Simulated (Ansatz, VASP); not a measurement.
One calculation of K, two programs

```
K
1.0
    -2.61800    2.61800    2.61800
     2.61800   -2.61800    2.61800
     2.61800    2.61800   -2.61800
K
1
Direct
  0.00000 0.00000 0.00000
```

Alike in both runs: task single point; functional PBE; k mesh 4 × 4 × 4; no spin polarisation.

|  | VASP | Ansatz |
| --- | --- | --- |
| version | VASP 6.6.1 | Ansatz 0.2.0 |
| potentials or method | VASP PAW PBE potentials, release 64 (K_sv) | scalar-relativistic, plane waves |
| plane-wave cutoff (eV) | 500 | 390 |
| occupations | methfessel-paxton of order 1, width 0.047 eV | cold, width 0.047 eV |
| valence electrons in the cell | 9 | 9 |

```csv
,VASP,Ansatz,Ansatz less VASP
gap on the k mesh at the Fermi level (eV),none,none,-
pressure (GPa),0.2,0.2,+0.01
```

A gap of «none» marks a metal or a gap that the smearing closes.

The k mesh is coarse, so the values compare programs but aren't converged.
